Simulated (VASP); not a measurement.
Runs of VASP 6.6.1 on AlN. The structure is that of space group Fm-3m (No. 225), or close to it. The cells are those of the table. 

| task | level | potentials or basis | cell | cutoff (eV) | gap on the mesh (eV) | pressure (GPa) | relaxed volume (Å³/atom) |
| --- | --- | --- | --- | --- | --- | --- | --- |
| relaxation of cell and atoms | LDA | VASP PAW LDA potentials, release 64 (Al, N) | relaxed from a = 2.785 Å, angles 60.0°, 2 atoms | 600 | 4.67 | -0.2 | (a) |
| single point | LDA | VASP PAW LDA potentials, release 64 (Al, N) | a = 2.836 Å, angles 60.0°, 2 atoms | 520 | 4.69 | 0.6 | - |
| single point | PBEsol | VASP PAW PBE potentials, release 64 (Al, N) | a = 2.860 Å, angles 60.0°, 2 atoms | 520 | 4.54 | -0.1 | - |
| relaxation of cell and atoms | PBEsol | VASP PAW PBE potentials, release 64 (Al, N) | relaxed from a = 2.785 Å, angles 60.0°, 2 atoms | 600 | 4.55 | 0.1 | (b) |
| single point | PBEsol+D3(BJ) | VASP PAW PBE potentials, release 64 (Al, N) | a = 2.840 Å, angles 60.0°, 2 atoms | 520 | 4.75 | -0.1 | - |
| relaxation of cell and atoms | PBEsol+D3(BJ) | VASP PAW PBE potentials, release 64 (Al, N) | relaxed from a = 2.785 Å, angles 60.0°, 2 atoms | 600 | 4.75 | -0.1 | 8.10 |

Alike in all rows: no spin polarisation; k mesh 8 × 8 × 8; smearing methfessel-paxton 0.1 eV.

Task: Estimate the missing entries.

Result: (a) 8.09; (b) 8.27.

Caveats: the PAW data sets were made with another functional, which shifts forces and pressure a little (some runs).

A k mesh can miss the band edges.
